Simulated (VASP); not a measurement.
# ZrNb3N (P-6m2) in VASP: notebook

The runs below take ZrNb3N through single point, relaxation of cell and atoms, with PBE.

All numbers are computed with VASP 6.6.1; they aren't measurements. Logs are shortened: lines on timing, memory, paths and dates and some standing lists are left out, and cuts for length are marked.

## (1) The cell of the first run

The structure is hexagonal, space group P-6m2 (No. 187). The conventional cell has a = 3.360 Å, b = 3.360 Å, c = 9.892 Å, α = 90.00°, β = 90.00°, γ = 120.00°. Zr (site symmetry -6m2) has 6 Nb at 2.95 Å and 6 Zr at 3.36 Å within 3.9 Å. Nb (site symmetry 3m) has 7 Nb at 2.72 to 3.36 Å and 3 Zr at 2.95 Å and 3 N at 3.34 Å within 3.6 Å. Within 2.6 Å of Nb (site symmetry -6m2) lie 3 N at 1.94 Å. N (site symmetry -6m2) has 3 Nb at 1.94 Å within 2.6 Å.

## (2) Single point, PBE

Contents of INCAR:

```
ALGO = Normal ; EDIFF = 1E-7
ENCUT = 520 ; GGA = PE
ISIF = 2 ; ISMEAR = 0
LASPH = T ; LCHARG = T
LELF = T ; LREAL = F
LVHAR = T ; LWAVE = F
NBANDS = 36 ; NELM = 80
PREC = Accurate ; SIGMA = 0.1
```

Contents of KPOINTS:

```
k-points
0
Gamma
  12 12 4
```

Contents of POSCAR:

```
ZrNb3N
1.0
    3.3603540718      0.0000000000      0.0000000000
   -1.6801770359      2.9101519919      0.0000000000
    0.0000000000      0.0000000000      9.8916904025
Zr Nb N
1 3 1
Direct
    0.6666666667      0.3333333333      0.5000000000
    0.0000000000      0.0000000000      0.7252230445
    0.0000000000      0.0000000000      0.2747769555
    0.0000000000      0.0000000000      0.0000000000
    0.6666666667      0.3333333333      0.0000000000
```

Potentials or basis: VASP PAW PBE potentials, release 64 (Zr_sv, Nb_sv, N).

On the command line:

```sh
$ cat potpaw_PBE.64/Zr_sv/POTCAR potpaw_PBE.64/Nb_sv/POTCAR potpaw_PBE.64/N/POTCAR > POTCAR
$ mpirun -np 1 vasp_std > vasp.out
```

OUTCAR:

```text
EDIFF = 1E-7
   ENCUT = 520
   GGA = PE
   ISIF = 2
   ISMEAR = 0
   LASPH = T
   LREAL = F
   NELM = 80
   PREC = Accurate

 ion  position               nearest neighbor table
   1  0.667  0.333  0.500-   2 2.95   3 2.95   2 2.95   3 2.95   2 2.95   3 2.95
   2  0.000  0.000  0.725-   4 2.72   1 2.95   1 2.95   1 2.95
   3  0.000  0.000  0.275-   4 2.72   1 2.95   1 2.95   1 2.95
   4  0.000  0.000  0.000-   5 1.94   5 1.94   5 1.94   2 2.72   3 2.72
   5  0.667  0.333  0.000-   4 1.94   4 1.94   4 1.94

  LATTYP: Found a hexagonal cell.
 ALAT       =     3.3603540718
 C/A-ratio  =     2.9436452800

  Lattice vectors:

 A1 = (   3.3603540718,   0.0000000000,   0.0000000000)
 A2 = (  -1.6801770359,   2.9101519919,   0.0000000000)
 A3 = (   0.0000000000,   0.0000000000,   9.8916904025)

Analysis of symmetry for initial positions (statically):
=====================================================================
 Subroutine PRICEL returns:
 Original cell was already a primitive cell.

 Routine SETGRP: Setting up the symmetry group for a
 hexagonal supercell.

 Subroutine GETGRP returns: Found 12 space group operations
 (whereof 12 operations were pure point group operations)
 out of a pool of 24 trial point group operations.

The static configuration has the point symmetry D_3h.

Analysis of symmetry for dynamics (positions and initial velocities):
=====================================================================
 Subroutine PRICEL returns:
 Original cell was already a primitive cell.

 Routine SETGRP: Setting up the symmetry group for a
 hexagonal supercell.

 Subroutine GETGRP returns: Found 12 space group operations
 (whereof 12 operations were pure point group operations)
 out of a pool of 24 trial point group operations.

The dynamic configuration has the point symmetry D_3h.

 Subroutine INISYM returns: Found 12 space group operations
 (whereof 12 operations are pure point group operations),
 and found     1 'primitive' translations

----------------------------------------------------------------------------------------

                                     Primitive cell

  volume of cell :      96.7322

  direct lattice vectors                    reciprocal lattice vectors
     3.360354072  0.000000000  0.000000000     0.297587688  0.171812332  0.000000000
    -1.680177036  2.910151992  0.000000000     0.000000000  0.343624664  0.000000000
     0.000000000  0.000000000  9.891690403     0.000000000  0.000000000  0.101094955

  length of vectors
     3.360354072  3.360354072  9.891690403     0.343624664  0.343624664  0.101094955

  position of ions in fractional coordinates (direct lattice)
     0.666666667  0.333333333  0.500000000
     0.000000000  0.000000000  0.725223044
     0.000000000  0.000000000  0.274776956
     0.000000000  0.000000000  0.000000000
     0.666666667  0.333333333  0.000000000

  ion indices of the primitive-cell ions
   primitive index   ion index
                 1           1
                 2           2
                 3           3
                 4           4
                 5           5

----------------------------------------------------------------------------------------

 KPOINTS: k-points

Automatic generation of k-mesh.
 Grid dimensions read from file:
 generate k-points for:   12   12    4

 Generating k-lattice:

  Cartesian coordinates                     Fractional coordinates (reciprocal lattice)
     0.024798974  0.014317694  0.000000000     0.083333333  0.000000000  0.000000000
     0.000000000  0.028635389  0.000000000     0.000000000  0.083333333  0.000000000
     0.000000000  0.000000000  0.025273739     0.000000000  0.000000000  0.250000000

  Length of vectors
     0.028635389  0.028635389  0.025273739

  Shift w.r.t. Gamma in fractional coordinates (k-lattice)
     0.000000000  0.000000000  0.000000000

 Subroutine IBZKPT returns following result:
 ===========================================

 Found     57 irreducible k-points:

 Following reciprocal coordinates:
            Coordinates               Weight
  0.000000  0.000000  0.000000      1.000000
  0.083333  0.000000  0.000000      6.000000
  0.166667  0.000000  0.000000      6.000000
  0.250000  0.000000  0.000000      6.000000
  0.333333  0.000000  0.000000      6.000000
  0.416667 -0.000000  0.000000      6.000000
[... 16 lines left out ...]
  0.250000  0.000000  0.250000     12.000000
  0.333333  0.000000  0.250000     12.000000
 [... further k-points ...]
   k-points           NKPTS =     57   k-points in BZ     NKDIM =     57   number of bands    NBANDS=     36
   number of dos      NEDOS =    301   number of ions     NIONS =      5
   total plane-waves  NPLWV =  62720
   dimension x,y,z NGX =    28 NGY =   28 NGZ =   80
   dimension x,y,z NGXF=    56 NGYF=   56 NGZF=  160
   ions per type =               1   3   1
   NGX,Y,Z   is equivalent  to a cutoff of  13.85, 13.85, 13.45 a.u.
   NGXF,Y,Z  is equivalent  to a cutoff of  27.70, 27.70, 26.89 a.u.
 SYSTEM =  unknown system
   PREC   = accura    normal or accurate (medium, high low for compatibility)
   ISTART =      0    job   : 0-new  1-cont  2-samecut
   ICHARG =      2    charge: 1-file 2-atom 10-const
   ISPIN  =      1    spin polarized calculation?
   LNONCOLLINEAR =      F non collinear calculations
   LSORBIT =      F    spin-orbit coupling
   LASPH  =      T    aspherical Exc in radial PAW
   ENCUT  =  520.0 eV  38.22 Ry    6.18 a.u.   6.25  6.25 18.39*2*pi/ulx,y,z
   NELM   =     80;   NELMIN=  2; NELMDL= -5     # of ELM steps
   EDIFF  = 0.1E-06   stopping-criterion for ELM
   LREAL  =      F    real-space projection
   EDIFFG = 0.1E-05   stopping-criterion for IOM
   NSW    =      0    number of steps for IOM
   IBRION =     -1    ionic relax: 0-MD 1-quasi-New 2-CG
   NFREE  =      0    steps in history (QN), initial steepest desc. (CG)
   ISIF   =      2    stress and relaxation
   ISYM   =      2    0-nonsym 1-usesym 2-fastsym
   POTIM  = 0.5000    time-step for ionic-motion
   TEBEG  =    0.0;   TEEND  =   0.0 temperature during run
   PSTRESS=    0.0 pullay stress
   NELECT =      56.0000    total number of electrons
   NUPDOWN=      -1.0000    fix difference up-down
   EMIN   =  10.00;   EMAX   =-10.00  energy-range for DOS
   EFERMI =   0.00;   METHOD = LEGACY
   ISMEAR =     0;   SIGMA  =   0.10  broadening in eV -4-tet -1-fermi 0-gaus
   EFERMI_NEDOS =   21; number of points for ismear=-14 and -15
   IALGO  =     38    algorithm
   IMIX   =      4    mixing-type and parameters
     AMIX     =   0.40;   BMIX     =  1.00
     AMIX_MAG =   1.60;   BMIX_MAG =  1.00
  volume/ion in A,a.u.               =      19.35       130.56
  Fermi-wavevector in a.u.,A,eV,Ry     =   1.364417  2.578374 25.329062  1.861634
  Thomas-Fermi vector in A             =   2.490735
   LORBIT       =      0    0 simple, 1 ext, 2 COOP (PROOUT), +10 PAW based schemes
   GGA     = PE    functional components
   LHFCALC =     F    Hartree Fock is set to
   AEXX    =    0.0000 exact exchange contribution
   IVDW    =     0    specifies the selected vdW correction
   LEPSILON=     F    determine dielectric tensor
   LRPA    =     F    only Hartree local field effects (RPA)
 non-spin polarized calculation
 Gauss-broadening in eV      SIGMA  =   0.10
  energy-cutoff  :      520.00
  volume of cell :       96.73
 maximum number of plane-waves:      2629
 NGX is ok and might be reduce to    28
   NGX = 13   NGY = 13   NGZ = 37

 number of electron      56.0000001 magnetization

 Free energy of the ion-electron system (eV)
  ---------------------------------------------------
  ext. energy  EPLUGINS =         0.00000000
  ---------------------------------------------------
  free energy    TOTEN  =       -45.33026738 eV

  energy without entropy =      -45.29797050  energy(sigma->0) =      -45.31411894

 E-fermi :   8.8211     XC(G=0): -11.2780

 val. band max:        8.8182727974   @ k =   0.4167   0.1667   0.0000
 cond. band min:       8.8221323892   @ k =   0.2500   0.1667   0.0000
 fundamental gap:      0.0038595918
 Fermi energy:         8.8211373500

 k-point     1 :       0.0000    0.0000    0.0000
  band No.  band energies     occupation
      1     -46.3115      2.00000
      2     -46.1268      2.00000
      3     -46.1045      2.00000
      4     -39.6681      2.00000
      5     -22.8079      2.00000
      6     -22.4163      2.00000
[... 28 lines left out ...]
     35      11.1675      0.00000
     36      11.1678      0.00000

 k-point     2 :       0.0833    0.0000    0.0000
  band No.  band energies     occupation
      1     -46.3087      2.00000
      2     -46.1249      2.00000
      3     -46.1024      2.00000
      4     -39.6647      2.00000
      5     -22.8033      2.00000
      6     -22.4555      2.00000
[... 28 lines left out ...]
     35      11.1194      0.00000
     36      11.1517      0.00000

 k-point     3 :       0.1667    0.0000    0.0000
  band No.  band energies     occupation
      1     -46.3011      2.00000
      2     -46.1197      2.00000
      3     -46.0969      2.00000
      4     -39.6551      2.00000
      5     -22.7908      2.00000
      6     -22.5610      2.00000
[... 28 lines left out ...]
     35      11.0242      0.00000
     36      11.1930      0.00000

 k-point     4 :       0.2500    0.0000    0.0000
  band No.  band energies     occupation
      1     -46.2906      2.00000
      2     -46.1126      2.00000
      3     -46.0894      2.00000
      4     -39.6420      2.00000
      5     -22.7737      2.00000
      6     -22.7013      2.00000
[... 28 lines left out ...]
     35      11.0082      0.00000
     36      11.3451      0.00000

 k-point     5 :       0.3333    0.0000    0.0000
  band No.  band energies     occupation
      1     -46.2802      2.00000
      2     -46.1054      2.00000
      3     -46.0819      2.00000
      4     -39.6288      2.00000
      5     -22.8377      2.00000
      6     -22.7565      2.00000
[... 655 lines left out ...]
 k-point    22 :       0.1667    0.0000    0.2500
  band No.  band energies     occupation
      1     -46.3010      2.00000
      2     -46.1200      2.00000
      3     -46.0966      2.00000
      4     -39.6551      2.00000
      5     -22.7867      2.00000
      6     -22.5610      2.00000
[... 28 lines left out ...]
     35      10.7089      0.00000
     36      11.1360      0.00000

 k-point    23 :       0.2500    0.0000    0.2500
  band No.  band energies     occupation
      1     -46.2906      2.00000
      2     -46.1129      2.00000
      3     -46.0892      2.00000
      4     -39.6420      2.00000
      5     -22.7719      2.00000
      6     -22.7013      2.00000
[... 28 lines left out ...]
     35      10.8486      0.00000
     36      11.2704      0.00000

 k-point    24 :       0.3333    0.0000    0.2500
  band No.  band energies     occupation
      1     -46.2802      2.00000
      2     -46.1056      2.00000
      3     -46.0817      2.00000
      4     -39.6288      2.00000
      5     -22.8378      2.00000
      6     -22.7572      2.00000
[... 28 lines left out ...]
     35      11.1540      0.00000
     36      11.3655      0.00000

 [... further k-points ...]
[... 5 lines left out ...]
  --------------------------------------------------------------------------------------
  -------------------------------------------------------------------------------------
  Total       -0.1543433     -0.1543433     -0.0731547      0.0000000      0.0000000      0.0000000
  in kB       -2.5563901     -2.5563901     -1.2116619      0.0000000      0.0000000      0.0000000
  external PRESSURE =      -2.1081474 kB  Pullay stress =       0.0000000 kB

 VOLUME and BASIS-vectors are now :
 -----------------------------------------------------------------------------
  energy-cutoff  :      520.00
  volume of cell :       96.73
      direct lattice vectors                 reciprocal lattice vectors
     3.360354072  0.000000000  0.000000000     0.297587688  0.171812332  0.000000000
    -1.680177036  2.910151992  0.000000000     0.000000000  0.343624664  0.000000000
     0.000000000  0.000000000  9.891690403     0.000000000  0.000000000  0.101094955

 POSITION                                       TOTAL-FORCE (eV/Angst)
 -----------------------------------------------------------------------------------
      1.68018      0.97005      4.94585         0.000000     -0.000000      0.000000
      0.00000      0.00000      7.17368        -0.000000      0.000000      0.004842
      0.00000      0.00000      2.71801        -0.000000      0.000000     -0.004842
      0.00000      0.00000      0.00000        -0.000000      0.000000      0.000000
      1.68018      0.97005      0.00000         0.000000      0.000000      0.000000
 -----------------------------------------------------------------------------------
    total drift:                               -0.000000      0.000000      0.000000

  FREE ENERGIE OF THE ION-ELECTRON SYSTEM (eV)
  ---------------------------------------------------
  free  energy   TOTEN  =       -45.3302673776 eV

  energy  without entropy=      -45.2979704981  energy(sigma->0) =      -45.31411894
```

It took 3.1 min on 1 thread of AMD EPYC 9R45 (Zen 5), shared host; peak memory 0.32 GiB.

What came out:

```
Free energy            : -45.3303 eV
Pressure               : -0.2 GPa
Largest force          : 0.005 eV/Å
Band gap on the k mesh : zero (band 28 reaches 9.09 eV, above the bottom of band 29 at 8.59 eV)
```

Forces in eV/Å, atoms in the order of the input:
```
Zr   0.000  0.000  0.000
Nb   0.000  0.000  0.005
Nb   0.000  0.000 -0.005
Nb   0.000  0.000  0.000
N    0.000  0.000  0.000
```

Stress tensor (GPa, compression positive):
```
-0.26  0.00  0.00
 0.00 -0.26  0.00
 0.00  0.00 -0.12
```

## (3) Relaxation of cell and atoms, PBE

This run uses another cell than the first one, of 19.30 Å³/atom, 0.998 times its volume.

Contents of INCAR:

```
PREC = Accurate ; ENCUT = 600
EDIFF = 1E-7 ; ISMEAR = 0
SIGMA = 0.1 ; LREAL = False
LASPH = True ; NELM = 100
ALGO = Normal ; ISIF = 3
LWAVE = False ; LCHARG = False
GGA = PE ; IBRION = 2
NSW = 100 ; EDIFFG = -0.01
```

Contents of KPOINTS:

```
Automatic mesh
0
Gamma
  12 12 4
```

Contents of POSCAR:

```
ZrNb3N
1.0
    3.3638663103      0.0000000000      0.0000000000
   -1.6819331551      2.9131936797      0.0000000000
    0.0000000000      0.0000000000      9.8475056187
Zr Nb N
1 3 1
Direct
    0.6666666667      0.3333333333      0.5000000000
    0.0000000000      0.0000000000      0.7249409864
    0.0000000000      0.0000000000      0.2750590136
    0.0000000000      0.0000000000      0.0000000000
    0.6666666667      0.3333333333      0.0000000000
```

Potentials or basis: VASP PAW PBE potentials, release 64 (Zr_sv, Nb_sv, N).

On the command line:

```sh
$ cat potpaw_PBE.64/Zr_sv/POTCAR potpaw_PBE.64/Nb_sv/POTCAR potpaw_PBE.64/N/POTCAR > POTCAR
$ mpirun -np 1 vasp_std > vasp.out
```

It took 12 min on 1 thread of AMD EPYC 9R45 (Zen 5), shared host; peak memory 0.36 GiB.

Results (log left out):

```
Free energy                            : -45.3318 eV
Relaxed volume                         : 19.32 Å³/atom
Relaxed cell                           : a = 3.358 Å, b = 3.358 Å, c = 9.893 Å, α = 90.00°, β = 90.00°, γ = 120.00°
Space group after relaxing (to 0.05 Å) : P-6m2 (No. 187)
Energy gained by relaxing              : 0.2 meV/atom
Ionic steps                            : 7
Pressure after relaxing                : 0.0 GPa
Band gap on the k mesh                 : zero (band 28 reaches 9.11 eV, above the bottom of band 29 at 8.60 eV)
```

The path:
```csv
step,energy change (eV),largest force (eV/Å),pressure (GPa),volume (Å³)
1,0.0000,0.0126,-0.02,96.50
2,-0.0008,0.0194,0.15,96.46
3,-0.0008,0.0207,0.19,96.45
4,-0.0009,0.0125,-0.21,96.77
5,-0.0010,0.0164,-0.02,96.61
6,-0.0010,0.0116,-0.02,96.61
7,-0.0010,0.0004,0.00,96.60
```

Final structure:
```
Zr Nb N
1.0
     3.35778    0.00000    0.00000
    -1.67889    2.90793    0.00000
     0.00000    0.00000    9.89285
Zr Nb N
1 3 1
Cartesian
  1.6789 0.9693 4.9464
  0.0000 0.0000 7.1760
  3.3578 0.0000 2.7168
  0.0000 0.0000 0.0000
  1.6789 0.9693 0.0000
```

Levels at points of the mesh, in eV from the Fermi level:
| k point | band 25 | band 26 | band 27 | band 28 | band 29 | band 30 | band 31 | band 32 |
| --- | --- | --- | --- | --- | --- | --- | --- | --- |
| (0.00, 0.00, 0.00) | -0.27 | -0.27 | -0.01 | -0.01 | 0.31 | 0.31 | 0.49 | 0.49 |
| (0.50, 0.00, 0.00) | -1.38 | -0.78 | -0.52 | -0.08 | 0.56 | 0.93 | 1.03 | 1.64 |
| (0.00, 0.00, 0.50) | -0.25 | -0.25 | -0.19 | -0.19 | 0.32 | 0.32 | 1.26 | 1.26 |
| (0.50, 0.00, 0.50) | -1.37 | -1.06 | -0.42 | -0.19 | 0.34 | 0.73 | 1.16 | 1.53 |
